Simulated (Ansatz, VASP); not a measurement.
# Two plane-wave programs on TiO2

Contents of INCAR:

```
  PREC = Accurate
  ENCUT = 520
  EDIFF = 1E-6
  ISMEAR = -1
  SIGMA = 0.05
  LREAL = False
  LASPH = True
  NELM = 100
  ALGO = Normal
  ISIF = 2
  LWAVE = False
  LCHARG = False
  GGA = PE
  NBANDS = 33
```

Contents of KPOINTS:

```
Automatic mesh
0
Gamma
  6 6 5
```

Contents of POSCAR:

```
TiO2
1.0
    2.7060340000     -2.7066550000      0.0000000000
    2.7060340000      2.7066550000      0.0000000000
   -2.6335310000      0.0000000000      4.7486706300
Ti O
2 4
Direct
    0.8658900000      0.1341100000      0.7500000000
    0.1341100000      0.8658900000      0.2500000000
    0.0887550000      0.3312210000      0.1671490000
    0.9112450000      0.6687790000      0.8328510000
    0.6687790000      0.9112450000      0.3328510000
    0.3312210000      0.0887550000      0.6671490000
```

The input input.yaml:

```yaml
crystal:
  lattice:
    - [2.706034, -2.706655, 0.0]
    - [2.706034, 2.706655, 0.0]
    - [-2.633531, 0.0, 4.74867063]
  atoms:
    - { symbol: Ti, position: [0.86589, 0.13411, 0.75] }
    - { symbol: Ti, position: [0.13411, 0.86589, 0.25] }
    - { symbol: O, position: [0.088755, 0.331221, 0.167149] }
    - { symbol: O, position: [0.911245, 0.668779, 0.832851] }
    - { symbol: O, position: [0.668779, 0.911245, 0.332851] }
    - { symbol: O, position: [0.331221, 0.088755, 0.667149] }
hamiltonian:
  xc: pbe
  pseudopotentials: { kind: paw }
kpoints:
  mp_grid: { grid: [6, 6, 5] }
scf:
  occupations: { method: fermi_dirac, width: 0.05 }
output:
  forces: true
  stress: true
  eigenvalues: true
  write_density: true
  write_potential: true
  elf: true
  volumetric_format: npy
```

Alike in both runs: task single point; functional PBE; k mesh 6 × 6 × 5; occupations fermi-dirac, width 0.05 eV; no spin polarisation.

|  | VASP | Ansatz |
| --- | --- | --- |
| version | VASP 6.6.1 | Ansatz 0.2.0 |
| potentials or method | VASP PAW PBE potentials, release 64 (Ti_sv, O) | Ansatz PAW |
| plane-wave cutoff (eV) | 520 | 420 |
| valence electrons in the cell | 48 | 48 |

|  | VASP | Ansatz | Ansatz less VASP |
| --- | --- | --- | --- |
| gap on the k mesh at the Fermi level (eV) | 2.07 | 2.09 | +0.024 |
| least direct gap on the mesh (eV) | 2.40 | 2.42 | +0.022 |
| pressure (GPa) | 1.2 | 0.5 | -0.67 |
| traceless stress, the component that is largest in VASP (GPa) | 2.08 | 1.99 | -0.090 |
| rms of the force components (eV/Å) | 0.040 | 0.030 | -0.0100 |

Atom by atom the forces differ by 0.014 eV/Å (rms over components).

Noted on Ansatz's run: odd divisions of the mesh miss points on the zone boundary, where band edges often lie, so the gap on the mesh can be too wide.
